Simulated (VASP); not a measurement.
# LiSi16 (a cell with a defect) in VASP: notebook

LiSi16 (a cell with a defect) is run at these levels: PBE+D3(BJ); tasks: single point.

Program: VASP 6.6.1. These are calculated values, not measurements. Logs are shortened: lines on timing, memory, paths and dates and some standing lists are left out, and cuts for length are marked.

## 1. The cell of the first run

The cell holds a defect, 17 atoms: a = 7.679 Å, b = 7.679 Å, c = 7.679 Å, α = 60.00°, β = 60.00°, γ = 60.00°.

## 2. Single point, PBE+D3(BJ)

File INCAR:

```
SYSTEM = LiSi16
ALGO = Normal
EDIFF = 1E-6
ENCUT = 520
GGA = PE
ISIF = 2
ISMEAR = 0
IVDW = 12
LASPH = .True.
LCHARG = .True.
LELF = .True.
LREAL = Auto
LVHAR = .True.
LWAVE = .False.
NBANDS = 48
NELECT = 66.0
NELM = 60
PREC = Accurate
SIGMA = 0.05
```

File KPOINTS:

```
k-points
0
Gamma
  2 2 2
  0 0 0
```

File POSCAR:

```
LiSi16
1.0
    0.0000000000      5.4300000000      5.4300000000
    5.4300000000      0.0000000000      5.4300000000
    5.4300000000      5.4300000000      0.0000000000
Si Li
16 1
Direct
    0.0145129834     -0.0031433702     -0.0057277164
    0.1223149171      0.1292928177      0.1267005525
   -0.0124805709      0.0116210866      0.5003844383
    0.1223058011      0.1292962247      0.6216070902
   -0.0124526703      0.5029802947      0.0089837937
    0.1222985267      0.6241996317      0.1267064457
   -0.0124518416      0.5029844383      0.5003997238
    0.0959289134      0.6364007366      0.6337920810
    0.4957167587      0.0082355433      0.0056699816
    0.6419642726      0.1210285451      0.1184655617
    0.4957099448      0.0082395948      0.4903018416
    0.6109627993      0.1454799263      0.6217368324
    0.4957300184      0.4928848987      0.0056469613
    0.6110102210      0.6242870166      0.1428415285
    0.4662916206      0.5129569982      0.5103352670
    0.6110125230      0.6242976059      0.6217701657
    0.6573111418      0.7826299263      0.7799906998
```

Potentials or basis: VASP PAW PBE potentials, release 64 (Si, Li_sv).

Run with:

```
cat potpaw_PBE.64/Si/POTCAR potpaw_PBE.64/Li_sv/POTCAR > POTCAR
mpirun -np 1 vasp_std > vasp.out
```

OUTCAR:

```text
SYSTEM = LiSi16
   EDIFF = 1E-6
   ENCUT = 520
   GGA = PE
   ISIF = 2
   ISMEAR = 0
   IVDW = 12
   LASPH = .True.
   LREAL = Auto
   NELECT = 66.0
   NELM = 60
   PREC = Accurate
 IVDW          = 12

 ion  position               nearest neighbor table
   1  0.015  0.997  0.994-  10 2.34   6 2.34   4 2.34   2 2.34
   2  0.122  0.129  0.127-   1 2.34   9 2.34   3 2.34   5 2.34
   3  0.988  0.012  0.500-   2 2.34   4 2.34   8 2.36  12 2.36
   4  0.122  0.129  0.622-   1 2.34  11 2.34   3 2.34   7 2.34
   5  0.988  0.503  0.009-   2 2.34   6 2.34   8 2.36  14 2.36
   6  0.122  0.624  0.127-   1 2.34  13 2.34   5 2.34   7 2.34
   7  0.988  0.503  0.500-   4 2.34   6 2.34   8 2.36  16 2.36
   8  0.096  0.636  0.634-  15 2.32   7 2.36   5 2.36   3 2.36  17 2.75
   9  0.496  0.008  0.006-  10 2.34   2 2.34  12 2.41  14 2.41  17 2.50
  10  0.642  0.121  0.118-   1 2.34   9 2.34  11 2.34  13 2.34
  11  0.496  0.008  0.490-  10 2.34   4 2.34  12 2.41  16 2.41  17 2.50
  12  0.611  0.145  0.622-  15 2.31  17 2.33   3 2.36  11 2.41   9 2.41
  13  0.496  0.493  0.006-  10 2.34   6 2.34  16 2.41  14 2.41  17 2.50
  14  0.611  0.624  0.143-  15 2.31  17 2.33   5 2.36  13 2.41   9 2.41
  15  0.466  0.513  0.510-  12 2.31  14 2.31  16 2.31   8 2.32
  16  0.611  0.624  0.622-  15 2.31  17 2.33   7 2.36  13 2.41  11 2.41
  17  0.657  0.783  0.780-  12 2.33  14 2.33  16 2.33   9 2.50  11 2.50  13 2.50   8 2.75

  LATTYP: Found a face centered cubic cell.
 ALAT       =    10.8600000000

  Lattice vectors:

 A1 = (   0.0000000000,   5.4300000000,   5.4300000000)
 A2 = (   5.4300000000,   0.0000000000,   5.4300000000)
 A3 = (   5.4300000000,   5.4300000000,   0.0000000000)

Analysis of symmetry for initial positions (statically):
=====================================================================
 Subroutine PRICEL returns:
 Original cell was already a primitive cell.

 Routine SETGRP: Setting up the symmetry group for a
 face centered cubic supercell.

 Subroutine GETGRP returns: Found  1 space group operations
 (whereof  1 operations were pure point group operations)
 out of a pool of 48 trial point group operations.

The static configuration has the point symmetry C_1 .

Analysis of symmetry for dynamics (positions and initial velocities):
=====================================================================
 Subroutine PRICEL returns:
 Original cell was already a primitive cell.

 Routine SETGRP: Setting up the symmetry group for a
 face centered cubic supercell.

 Subroutine GETGRP returns: Found  1 space group operations
 (whereof  1 operations were pure point group operations)
[... 123 lines left out ...]
   POTIM  = 0.5000    time-step for ionic-motion
   TEBEG  =    0.0;   TEEND  =   0.0 temperature during run
   PSTRESS=    0.0 pullay stress
   NELECT =      66.0000    total number of electrons
   NUPDOWN=      -1.0000    fix difference up-down
   EMIN   =  10.00;   EMAX   =-10.00  energy-range for DOS
   EFERMI =   0.00;   METHOD = LEGACY
   ISMEAR =     0;   SIGMA  =   0.05  broadening in eV -4-tet -1-fermi 0-gaus
   EFERMI_NEDOS =   21; number of points for ismear=-14 and -15
   IALGO  =     38    algorithm
   IMIX   =      4    mixing-type and parameters
     AMIX     =   0.40;   BMIX     =  1.00
     AMIX_MAG =   1.60;   BMIX_MAG =  1.00
  volume/ion in A,a.u.               =      18.84       127.11
  Fermi-wavevector in a.u.,A,eV,Ry     =   0.967044  1.827449 12.723821  0.935174
  Thomas-Fermi vector in A             =   2.096897
   LORBIT       =      0    0 simple, 1 ext, 2 COOP (PROOUT), +10 PAW based schemes
   GGA     = PE    functional components
   LHFCALC =     F    Hartree Fock is set to
   AEXX    =    0.0000 exact exchange contribution
   IVDW    =    12    specifies the selected vdW correction
   LEPSILON=     F    determine dielectric tensor
   LRPA    =     F    only Hartree local field effects (RPA)
 non-spin polarized calculation
 Gauss-broadening in eV      SIGMA  =   0.05
  energy-cutoff  :      520.00
  volume of cell :      320.21
 maximum number of plane-waves:      8646
 NGX is ok and might be reduce to    60
   NGX = 29   NGY = 29   NGZ = 29

 number of electron      66.0000001 magnetization

 Free energy of the ion-electron system (eV)
  ---------------------------------------------------
  ext. energy  EPLUGINS =         0.00000000
  ---------------------------------------------------
  free energy    TOTEN  =       -93.25548130 eV

  energy without entropy =      -93.25548130  energy(sigma->0) =      -93.25548130

 E-fermi :   6.2852     XC(G=0):  -9.4434

 val. band max:        6.0521836420   @ k =   0.0000   0.0000   0.0000
 cond. band min:       6.5252880701   @ k =   0.0000   0.0000   0.0000
 fundamental gap:      0.4731044281
 Fermi energy:         6.2851751179

 k-point     1 :       0.0000    0.0000    0.0000
  band No.  band energies     occupation
      1     -40.2947      2.00000
      2      -5.9156      2.00000
      3      -3.6704      2.00000
      4      -3.6095      2.00000
      5      -3.6094      2.00000
      6      -3.5779      2.00000
[... 373 lines left out ...]
     44      10.2886      0.00000
     45      10.3284      0.00000
 [bands above 45 left out]

------------------------ aborting loop because EDIFF is reached ----------------------------------------

 Edisp (eV)   -5.45697

 E8    (eV) :    -2.2609

  FORCE on cell =-STRESS in cart. coord.  units (eV):
  Direction    XX          YY          ZZ          XY          YZ          ZX
  --------------------------------------------------------------------------------------
  -------------------------------------------------------------------------------------
  Total      -6.64169    -6.64238    -6.63890     0.58624    -0.58200     0.58219
  in kB     -33.23223   -33.23572   -33.21829     2.93332    -2.91207     2.91303
  external pressure =      -33.23 kB  Pullay stress =        0.00 kB

 VOLUME and BASIS-vectors are now :
 -----------------------------------------------------------------------------
  energy-cutoff  :      520.00
  volume of cell :      320.21
      direct lattice vectors                 reciprocal lattice vectors
     0.000000000  5.430000000  5.430000000    -0.092081031  0.092081031  0.092081031
     5.430000000  0.000000000  5.430000000     0.092081031 -0.092081031  0.092081031
     5.430000000  5.430000000  0.000000000     0.092081031  0.092081031 -0.092081031

 POSITION                                       TOTAL-FORCE (eV/Angst)
 -----------------------------------------------------------------------------------
     10.81183      5.47770      5.49174         0.043677     -0.043551     -0.043372
      1.39004      1.35215      1.36623         0.011571     -0.030144     -0.030769
      2.78019      8.07932      5.42533         0.024599     -0.024178     -0.016986
      4.07740      4.03945      1.36620         0.030269     -0.011169     -0.030679
      2.77997      5.41116      8.09357         0.023868     -0.016979     -0.023712
      4.07742      1.35210      4.05349         0.029388     -0.029313     -0.011516
[... 9 lines left out ...]
      6.76615      6.69401      6.70773         0.032000     -0.034397     -0.030464
      8.48503      7.80455      7.81888        -0.425768      0.425873      0.423280
 -----------------------------------------------------------------------------------
    total drift:                                0.000604     -0.000292     -0.002125

  FREE ENERGIE OF THE ION-ELECTRON SYSTEM (eV)
  ---------------------------------------------------
  free  energy   TOTEN  =       -98.7124531622 eV

  energy  without entropy=      -98.7124531622  energy(sigma->0) =      -98.71245316
```

stdout:

```text
POSCAR found type information on POSCAR SiLi
 POSCAR found :  2 types and      17 ions
 scaLAPACK will be used
 LDA part: xc-table for (Slater+PW92), standard interpolation
 POSCAR, INCAR and KPOINTS ok, starting setup
 FFT: planning ... GRIDC
 FFT: planning ... GRID_SOFT
 FFT: planning ... GRID
 WAVECAR not read
 entering main loop
 the old and the new charge density differ
 old charge density:    67.00000 new   66.00000
    0.142E+01
```

Wall time 1.9 min (1 thread of Intel Xeon 6975P-C (Granite Rapids), shared host); peak memory 0.49 GiB.

What came out:

* Free energy: -98.7125 eV
* Largest force: 0.736 eV/Å
* Dispersion energy per atom: -0.321 eV

Forces on the atoms (eV/Å):
```
Si   0.044 -0.044 -0.043
Si   0.012 -0.030 -0.031
Si   0.025 -0.024 -0.017
Si   0.030 -0.011 -0.031
Si   0.024 -0.017 -0.024
Si   0.029 -0.029 -0.012
Si   0.017 -0.024 -0.024
Si   0.004 -0.005 -0.003
Si  -0.002 -0.042 -0.041
Si   0.049 -0.049 -0.048
Si   0.042  0.002 -0.042
Si   0.031 -0.030 -0.034
Si   0.043 -0.043 -0.002
Si   0.035 -0.032 -0.030
Si   0.012 -0.012 -0.012
Si   0.032 -0.034 -0.030
Li  -0.426  0.426  0.423
```

Levels at points of the mesh, in eV from the Fermi level:
```csv
k point,band 30,band 31,band 32,band 33,band 34,band 35,band 36,band 37
"(0.00, 0.00, 0.00)",-1.31,-0.29,-0.23,-0.23,0.24,0.40,0.40,0.49
"(0.50, 0.00, 0.00)",-1.05,-1.04,-0.96,-0.96,1.03,1.04,1.04,1.46
"(0.00, 0.50, 0.00)",-1.08,-1.06,-1.00,-0.97,0.91,1.07,1.22,1.26
"(0.00, 0.00, 0.50)",-1.08,-1.06,-1.00,-0.97,0.91,1.07,1.22,1.26
"(0.50, 0.50, 0.50)",-1.08,-1.06,-1.00,-0.97,0.91,1.07,1.22,1.26
"(0.50, 0.50, 0.00)",-1.63,-1.62,-1.55,-1.51,0.79,0.89,1.94,2.04
"(0.00, 0.50, 0.50)",-1.63,-1.62,-1.55,-1.51,0.79,0.89,1.94,2.04
"(0.50, 0.00, 0.50)",-1.63,-1.62,-1.55,-1.51,0.79,0.89,1.94,2.04
```

Caveat: the k points lie up to 0.50 Å⁻¹ apart; the cell carries a net charge on a neutralising background, which shifts energy and pressure; the cell is charged against a uniform background, so pressure and absolute levels hang on convention; the cutoff is under 1.25 times the usual one of these potentials, so pressure, stress and relaxed cells hold a basis-set (Pulay) error.

[end of part 1 of 2]
